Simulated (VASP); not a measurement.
**W: single point with PBEsol**

Crystal: W.

```
W
1.0
     0.00000    2.05897    2.05897
     2.05897    0.00000    2.05897
     2.05897    2.05897    0.00000
W
1
Direct
  0.00000 0.00000 0.00000
```

This cell differs from its parent crystal: strain +0.030 along x and y, +0.030 along z.

* Program: VASP 6.6.1
* Task: single point
* Functional: PBEsol
* Potentials or basis: VASP PAW PBE potentials, release 64 (W_sv)
* Cutoff: 520 eV
* k mesh: 26 × 26 × 26
* Occupations: gaussian, width 0.15 eV
* Spin: no spin polarisation
* Dipole correction: no
* Further INCAR settings: ALGO = Normal; EDIFF = 1e-06; NBANDS = 13

```
Pressure               : -21.9 GPa
Band gap on the k mesh : zero (band 7 reaches 12.24 eV, above the bottom of band 8 at 8.98 eV)
```

Levels at points of the mesh, in eV from the Fermi level:
| k point | band 4 | band 5 | band 6 | band 7 | band 8 | band 9 | band 10 | band 11 |
| --- | --- | --- | --- | --- | --- | --- | --- | --- |
| (0.00, 0.00, 0.00) | -37.46 | -8.68 | -0.50 | -0.50 | -0.50 | 2.35 | 2.35 | 12.74 |
| (0.50, 0.00, 0.00) | -37.59 | -5.29 | -0.70 | -0.70 | 0.48 | 4.62 | 4.62 | 9.37 |
| (0.50, 0.50, 0.00) | -37.80 | -5.09 | -4.15 | 2.74 | 4.57 | 5.29 | 5.29 | 11.22 |

Run time: 27 s on 1 thread of Intel(R) Xeon(R) 6975P-C (Granite Rapids), on a shared host, peak memory 0.23 GiB.

Caveat: the cell differs from its parent crystal (strain +0.030 along x and y, +0.030 along z); the PAW data sets were made with another functional, which shifts forces and pressure a little; spin-orbit coupling is left out, which moves the levels of the heavy elements.
